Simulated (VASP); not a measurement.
Runs of VASP 6.6.1 on Si. The cells are those of the table. 

```csv
cell,gap on the mesh (eV),pressure (GPa),largest force (eV/Å)
"a = 5.470, b = 3.868, c = 11.693 Å, angles 87.6, 83.3, 90.0°, 12 atoms",none,2.3,6.37
"a = 5.470, b = 3.868, c = 11.822 Å, angles 85.3, 80.0, 90.0°, 12 atoms",none,2.3,3.70
"a = 5.470, b = 3.868, c = 11.663 Å, angles 85.2, 86.6, 90.0°, 12 atoms",none,-0.1,1.41
"a = 5.470, b = 3.868, c = 11.713 Å, angles 82.9, 86.7, 90.0°, 12 atoms",none,(a),1.02
"a = 5.470, b = 3.868, c = 11.792 Å, angles 87.7, 80.0, 90.0°, 12 atoms",none,1.9,4.85
```

Alike in all rows: task single point; level PBE; potentials or basis VASP PAW PBE potentials, release 64 (Si); no spin polarisation; k mesh 5 × 7 × 3; cutoff (eV) 520; smearing gaussian 0.05 eV.

Question: Fill in the values left out.

Answer: (a) -0.8.

Caveats: forces of over 1 eV/Å act on the atoms, so gaps and moduli don't describe the material at rest; semilocal functionals underestimate gaps, so a narrow gap can read as zero (at least some runs).

A gap of «none» marks levels without a gap at the run's occupations.
